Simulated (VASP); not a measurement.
**BeTe: single point with HSE06**

BeTe:

```
Te Be
1.0
     0.00000    2.71345    2.71345
     2.71345    0.00000    2.71345
     2.71345    2.71345    0.00000
Te Be
1 1
Direct
  0.75000 0.75000 0.75000
  0.00000 0.00000 0.00000
```

```yaml
Program: VASP 6.6.1
Task: single point
Functional: HSE06
Potentials_or_basis: VASP PAW PBE potentials, release 64 (Te, Be)
Cutoff: 520 eV
k_mesh: 6 × 6 × 6
Occupations: fermi-dirac, width 0.05 eV
Spin: no spin polarisation
Dipole_correction: no
Grid_for_exact_exchange_PRECFOCK: Normal
Further_INCAR_settings: ALGO = Normal; EDIFF = 1e-06; NBANDS = 11
Share_of_exact_exchange: 0.25
Screening_parameter: 0.2079 1/Å
```

```json
{
 "Pressure": "8.2 GPa",
 "Band gap on the k mesh": "2.32 eV (least direct gap 4.35 eV)"
}
```

Levels at points of the mesh, in eV from the valence-band top:
```
           k point  band 1  band 2  band 3  band 4  band 5  band 6  band 7  band 8  band 9
(0.00, 0.00, 0.00)  -14.31    0.00    0.00    0.00    4.35    4.35    4.35    5.45    9.55
(0.50, 0.00, 0.00)  -12.47   -6.94   -1.44   -1.44    4.14    5.39    5.39    8.77   12.67
(0.50, 0.50, 0.00)  -11.78   -6.35   -3.36   -3.36    2.32    3.19   11.83   11.83   13.57
```

It took 10 min on 1 thread of Intel(R) Xeon(R) Platinum 8488C (Sapphire Rapids), on a shared host, peak memory 0.29 GiB.

Caveat: the cell stands under pressure; the PAW data sets were made with another functional, which shifts forces and pressure a little; spin-orbit coupling is left out, which moves the levels of the heavy elements. A k mesh can miss the band edges.
